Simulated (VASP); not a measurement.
# BeTe (Ibam) in VASP: single point with PBE

Aim: the single point of BeTe with PBE.

Program: VASP 6.6.1. These are calculated values, not measurements. Logs are shortened: lines on timing, memory, paths and dates and some standing lists are left out, and cuts for length are marked.

**1. The cell of the first run**

Symmetry: Ibam, No. 72, orthorhombic system. The conventional cell has a = 8.320 Å, b = 9.591 Å, c = 7.214 Å, α = 90.00°, β = 90.00°, γ = 90.00°. Within 3.3 Å of Be (site symmetry m) lie 4 Te at 2.43 to 2.52 Å and 1 Be at 3.27 Å. Be (site symmetry 222) has 4 Te at 2.52 Å within 3.3 Å. Within 3.3 Å of Te (site symmetry m) lie 4 Be at 2.46 to 2.52 Å. Te (site symmetry 222) has 4 Be at 2.43 Å within 3.2 Å.

The cell was built from a structure type or drawn by symmetry, and may not be a known phase.

**2. Single point, PBE**

INCAR

```
SYSTEM = BeTe
ALGO     = Normal         ! electronic algorithm
EDIFF    = 1E-7           ! SCF threshold, eV
ENCUT    = 520            ! plane-wave cutoff, eV
GGA      = PE             ! functional
ISIF     = 2              ! what is computed and relaxed
ISMEAR   = 0              ! smearing method
LASPH    = .TRUE.         ! aspherical terms in the spheres
LCHARG   = .FALSE.        ! write CHGCAR
LREAL    = .FALSE.        ! projectors in reciprocal space
LWAVE    = .FALSE.        ! write WAVECAR
NBANDS   = 36             ! bands
NELM     = 100            ! most SCF steps
PREC     = Accurate       ! precision mode
SIGMA    = 0.02           ! smearing width, eV
```

KPOINTS

```
k-points
0
G
  6 6 6
  0 0 0
```

POSCAR

```
BeTe
1.0
   -4.1600629090      4.7953143717      3.6068088792
    4.1600629090     -4.7953143717      3.6068088792
    4.1600629090      4.7953143717     -3.6068088792
Be Te
6 6
Direct
    0.3502883362      0.4062789039      0.7565672401
    0.1497116638      0.9062789039      0.0559905677
    0.8502883362      0.0937210961      0.9440094323
    0.6497116638      0.5937210961      0.2434327599
    0.7500000000      0.2500000000      0.5000000000
    0.2500000000      0.7500000000      0.5000000000
    0.3442073125      0.1103751411      0.4545824536
    0.1557926875      0.6103751411      0.7661678285
    0.2500000000      0.2500000000      0.0000000000
    0.7500000000      0.7500000000      0.0000000000
    0.8442073125      0.3896248589      0.2338321715
    0.6557926875      0.8896248589      0.5454175464
```

Potentials or basis: VASP PAW PBE potentials, release 64 (Be, Te).

On the command line:

```sh
$ cat potpaw_PBE.64/Be/POTCAR potpaw_PBE.64/Te/POTCAR > POTCAR
$ mpirun -np 1 vasp_std > vasp.out
```

OUTCAR:

```text
SYSTEM = BeTe
   EDIFF = 1E-7
   ENCUT = 520
   GGA = PE
   ISIF = 2
   ISMEAR = 0
   LASPH = .TRUE.
   LREAL = .FALSE.
   NELM = 100
   PREC = Accurate

 ion  position               nearest neighbor table
   1  0.350  0.406  0.757-  10 2.43   9 2.43   7 2.46   8 2.52
   2  0.150  0.906  0.056-   9 2.43  10 2.43   8 2.46   7 2.52
   3  0.850  0.094  0.944-   9 2.43  10 2.43  11 2.46  12 2.52
   4  0.650  0.594  0.243-   9 2.43  10 2.43  12 2.46  11 2.52
   5  0.750  0.250  0.500-  11 2.52   8 2.52  12 2.52   7 2.52
   6  0.250  0.750  0.500-   8 2.52  11 2.52  12 2.52   7 2.52
   7  0.344  0.110  0.455-   1 2.46   5 2.52   6 2.52   2 2.52  12 3.51
   8  0.156  0.610  0.766-   2 2.46   6 2.52   5 2.52   1 2.52  11 3.51
   9  0.250  0.250  0.000-   2 2.43   3 2.43   4 2.43   1 2.43  10 3.61  10 3.61
  10  0.750  0.750  0.000-   2 2.43   3 2.43   1 2.43   4 2.43   9 3.61   9 3.61
  11  0.844  0.390  0.234-   3 2.46   5 2.52   6 2.52   4 2.52   8 3.51
  12  0.656  0.890  0.545-   4 2.46   6 2.52   5 2.52   3 2.52   7 3.51

  LATTYP: Found a body centered orthorhombic cell.
 ALAT       =     7.2136177584
 B/A-ratio  =     1.1533915570
 C/A-ratio  =     1.3295171805

  Lattice vectors:

 A1 = (   4.1600629090,  -4.7953143717,   3.6068088792)
 A2 = (  -4.1600629090,  -4.7953143717,  -3.6068088792)
 A3 = (   4.1600629090,   4.7953143717,  -3.6068088792)

Analysis of symmetry for initial positions (statically):
=====================================================================
 Subroutine PRICEL returns:
 Original cell was already a primitive cell.

 Routine SETGRP: Setting up the symmetry group for a
 body centered orthorhombic supercell.

 Subroutine GETGRP returns: Found  8 space group operations
 (whereof  4 operations were pure point group operations)
 out of a pool of  8 trial point group operations.

The static configuration has the point symmetry C_2h.
 The point group associated with its full space group is D_2h.

Analysis of symmetry for dynamics (positions and initial velocities):
=====================================================================
 Subroutine PRICEL returns:
 Original cell was already a primitive cell.

 Routine SETGRP: Setting up the symmetry group for a
 body centered orthorhombic supercell.

 Subroutine GETGRP returns: Found  8 space group operations
 (whereof  4 operations were pure point group operations)
 out of a pool of  8 trial point group operations.

The dynamic configuration has the point symmetry C_2h.
 The point group associated with its full space group is D_2h.

 Subroutine INISYM returns: Found  8 space group operations
 (whereof  4 operations are pure point group operations),
 and found     1 'primitive' translations

----------------------------------------------------------------------------------------

                                     Primitive cell

  volume of cell :     287.8062

  direct lattice vectors                    reciprocal lattice vectors
    -4.160062909  4.795314372  3.606808879     0.000000000  0.104268451  0.138626697
     4.160062909 -4.795314372  3.606808879     0.120190490  0.000000000  0.138626697
     4.160062909  4.795314372 -3.606808879     0.120190490  0.104268451  0.000000000

  length of vectors
     7.301385733  7.301385733  7.301385733     0.173462592  0.183475107  0.159115253

  position of ions in fractional coordinates (direct lattice)
     0.350288336  0.406278904  0.756567240
     0.149711664  0.906278904  0.055990568
     0.850288336  0.093721096  0.944009432
     0.649711664  0.593721096  0.243432760
     0.750000000  0.250000000  0.500000000
     0.250000000  0.750000000  0.500000000
     0.344207312  0.110375141  0.454582454
     0.155792688  0.610375141  0.766167829
     0.250000000  0.250000000  0.000000000
     0.750000000  0.750000000  0.000000000
     0.844207313  0.389624859  0.233832171
     0.655792687  0.889624859  0.545417546

  ion indices of the primitive-cell ions
   primitive index   ion index
                 1           1
                 2           2
                 3           3
                 4           4
                 5           5
                 6           6
                 7           7
                 8           8
                 9           9
                10          10
                11          11
                12          12

----------------------------------------------------------------------------------------

 KPOINTS: k-points

Automatic generation of k-mesh.
 Grid dimensions read from file:
 generate k-points for:    6    6    6

 Generating k-lattice:

  Cartesian coordinates                     Fractional coordinates (reciprocal lattice)
     0.000000000  0.017378075  0.023104449     0.166666667  0.000000000  0.000000000
     0.020031748  0.000000000  0.023104449    -0.000000000  0.166666667  0.000000000
     0.020031748  0.017378075  0.000000000    -0.000000000  0.000000000  0.166666667

  Length of vectors
     0.028910432  0.030579185  0.026519209

  Shift w.r.t. Gamma in fractional coordinates (k-lattice)
     0.000000000  0.000000000  0.000000000

 Subroutine IBZKPT returns following result:
 ===========================================

 Found     46 irreducible k-points:

 Following reciprocal coordinates:
            Coordinates               Weight
  0.000000  0.000000  0.000000      1.000000
  0.166667  0.000000 -0.000000      4.000000
  0.333333  0.000000 -0.000000      4.000000
  0.500000  0.000000 -0.000000      2.000000
  0.000000  0.166667  0.000000      4.000000
  0.166667  0.166667 -0.000000      8.000000
[... 16 lines left out ...]
 -0.166667  0.166667  0.166667      2.000000
  0.166667  0.333333  0.166667      4.000000
 [... further k-points ...]
   k-points           NKPTS =     46   k-points in BZ     NKDIM =     46   number of bands    NBANDS=     36
   number of dos      NEDOS =    301   number of ions     NIONS =     12
   total plane-waves  NPLWV = 157464
   dimension x,y,z NGX =    54 NGY =   54 NGZ =   54
   dimension x,y,z NGXF=   108 NGYF=  108 NGZF=  108
   ions per type =               6   6
   NGX,Y,Z   is equivalent  to a cutoff of  12.30, 12.30, 12.30 a.u.
   NGXF,Y,Z  is equivalent  to a cutoff of  24.59, 24.59, 24.59 a.u.
 SYSTEM =  BeTe
   PREC   = accura    normal or accurate (medium, high low for compatibility)
   ISTART =      0    job   : 0-new  1-cont  2-samecut
   ICHARG =      2    charge: 1-file 2-atom 10-const
   ISPIN  =      1    spin polarized calculation?
   LNONCOLLINEAR =      F non collinear calculations
   LSORBIT =      F    spin-orbit coupling
   LASPH  =      T    aspherical Exc in radial PAW
   ENCUT  =  520.0 eV  38.22 Ry    6.18 a.u.  13.58 13.58 13.58*2*pi/ulx,y,z
   NELM   =    100;   NELMIN=  2; NELMDL= -5     # of ELM steps
   EDIFF  = 0.1E-06   stopping-criterion for ELM
   LREAL  =      F    real-space projection
   EDIFFG = 0.1E-05   stopping-criterion for IOM
   NSW    =      0    number of steps for IOM
   IBRION =     -1    ionic relax: 0-MD 1-quasi-New 2-CG
   NFREE  =      0    steps in history (QN), initial steepest desc. (CG)
   ISIF   =      2    stress and relaxation
   ISYM   =      2    0-nonsym 1-usesym 2-fastsym
   POTIM  = 0.5000    time-step for ionic-motion
   TEBEG  =    0.0;   TEEND  =   0.0 temperature during run
   PSTRESS=    0.0 pullay stress
   NELECT =      48.0000    total number of electrons
   NUPDOWN=      -1.0000    fix difference up-down
   EMIN   =  10.00;   EMAX   =-10.00  energy-range for DOS
   EFERMI =   0.00;   METHOD = LEGACY
   ISMEAR =     0;   SIGMA  =   0.02  broadening in eV -4-tet -1-fermi 0-gaus
   EFERMI_NEDOS =   21; number of points for ismear=-14 and -15
   IALGO  =     38    algorithm
   IMIX   =      4    mixing-type and parameters
     AMIX     =   0.40;   BMIX     =  1.00
     AMIX_MAG =   1.60;   BMIX_MAG =  1.00
  volume/ion in A,a.u.               =      23.98       161.85
  Fermi-wavevector in a.u.,A,eV,Ry     =   0.901132  1.702893 11.048466  0.812039
  Thomas-Fermi vector in A             =   2.024176
   LORBIT       =      0    0 simple, 1 ext, 2 COOP (PROOUT), +10 PAW based schemes
   GGA     = PE    functional components
   LHFCALC =     F    Hartree Fock is set to
   AEXX    =    0.0000 exact exchange contribution
   IVDW    =     0    specifies the selected vdW correction
   LEPSILON=     F    determine dielectric tensor
   LRPA    =     F    only Hartree local field effects (RPA)
 non-spin polarized calculation
 Gauss-broadening in eV      SIGMA  =   0.02
  energy-cutoff  :      520.00
  volume of cell :      287.81
 maximum number of plane-waves:      7809
   NGX = 27   NGY = 27   NGZ = 27

 number of electron      47.9999998 magnetization

 Free energy of the ion-electron system (eV)
  ---------------------------------------------------
  ext. energy  EPLUGINS =         0.00000000
  ---------------------------------------------------
  free energy    TOTEN  =       -42.90484342 eV

  energy without entropy =      -42.90484342  energy(sigma->0) =      -42.90484342

 E-fermi :   4.7278     XC(G=0):  -8.7331

 val. band max:        4.6387593130   @ k =   0.0000   0.0000   0.0000
 cond. band min:       6.0764408604   @ k =  -0.3333   0.3333   0.3333
 fundamental gap:      1.4376815474
 Fermi energy:         4.7277754729

 k-point     1 :       0.0000    0.0000    0.0000
  band No.  band energies     occupation
      1      -7.7418      2.00000
      2      -6.4031      2.00000
      3      -6.3983      2.00000
      4      -6.1129      2.00000
      5      -5.9224      2.00000
      6      -5.8481      2.00000
[... 28 lines left out ...]
     35       9.1178      0.00000
     36       9.2888      0.00000

 k-point     2 :       0.1667    0.0000   -0.0000
  band No.  band energies     occupation
      1      -7.6568      2.00000
      2      -6.4559      2.00000
      3      -6.4475      2.00000
      4      -6.0472      2.00000
      5      -6.0438      2.00000
      6      -5.8909      2.00000
[... 850 lines left out ...]
 k-point    24 :       0.1667    0.3333    0.1667
  band No.  band energies     occupation
      1      -6.9290      2.00000
      2      -6.9290      2.00000
      3      -6.6673      2.00000
      4      -6.6673      2.00000
      5      -5.8351      2.00000
      6      -5.8351      2.00000
[... 28 lines left out ...]
     35       9.1797      0.00000
     36       9.1797      0.00000

 [... further k-points ...]
[... 5 lines left out ...]
  --------------------------------------------------------------------------------------
  -------------------------------------------------------------------------------------
  Total        0.1942647      0.2006452      0.2440414     -0.0000000      0.0000000      0.0000000
  in kB        1.0814448      1.1169643      1.3585448     -0.0000000      0.0000000      0.0000000
  external PRESSURE =       1.1856513 kB  Pullay stress =       0.0000000 kB

 VOLUME and BASIS-vectors are now :
 -----------------------------------------------------------------------------
  energy-cutoff  :      520.00
  volume of cell :      287.81
      direct lattice vectors                 reciprocal lattice vectors
    -4.160062909  4.795314372  3.606808879     0.000000000  0.104268451  0.138626697
     4.160062909 -4.795314372  3.606808879     0.120190490  0.000000000  0.138626697
     4.160062909  4.795314372 -3.606808879     0.120190490  0.104268451  0.000000000

 POSITION                                       TOTAL-FORCE (eV/Angst)
 -----------------------------------------------------------------------------------
      3.38029      3.35949      0.00000        -0.005308     -0.011237      0.000000
      3.38029     -3.35949      3.60681        -0.005308      0.011237     -0.000000
      0.77977      8.15480      0.00000         0.005308     -0.011237      0.000000
      0.77977      1.43583      3.60681         0.005308      0.011237     -0.000000
      0.00000      4.79531      1.80340         0.000000      0.000000      0.000000
      4.16006      0.00000      1.80340         0.000000      0.000000      0.000000
      0.91834      3.30116      0.00000         0.001562     -0.004642     -0.000000
      5.07840      1.49415      0.00000         0.001562      0.004642      0.000000
      0.00000      0.00000      1.80340         0.000000      0.000000      0.000000
      0.00000      0.00000      5.41021         0.000000      0.000000      0.000000
     -0.91834      3.30116      3.60681        -0.001562     -0.004642      0.000000
      3.24173      1.49415      3.60681        -0.001562      0.004642      0.000000
 -----------------------------------------------------------------------------------
    total drift:                                0.000000     -0.000000     -0.000000

  FREE ENERGIE OF THE ION-ELECTRON SYSTEM (eV)
  ---------------------------------------------------
  free  energy   TOTEN  =       -42.9048434184 eV

  energy  without entropy=      -42.9048434184  energy(sigma->0) =      -42.90484342
```

It took 18 min on 1 thread of Intel Xeon Platinum 8375C at 2.90GHz (Ice Lake), shared host; peak memory 0.61 GiB.

What came out:

```
Free energy            : -42.9048 eV
Pressure               : 0.1 GPa
Largest force          : 0.012 eV/Å
Band gap on the k mesh : 1.44 eV (least direct gap 2.02 eV)
```

Forces on the atoms (eV/Å):
```
Be  -0.005 -0.011  0.000
Be  -0.005  0.011  0.000
Be   0.005 -0.011  0.000
Be   0.005  0.011  0.000
Be   0.000  0.000  0.000
Be   0.000  0.000  0.000
Te   0.002 -0.005  0.000
Te   0.002  0.005  0.000
Te   0.000  0.000  0.000
Te   0.000  0.000  0.000
Te  -0.002 -0.005  0.000
Te  -0.002  0.005  0.000
```

Caveat: spin-orbit coupling is left out, which moves the levels of the heavy elements. A k mesh can miss the band edges.
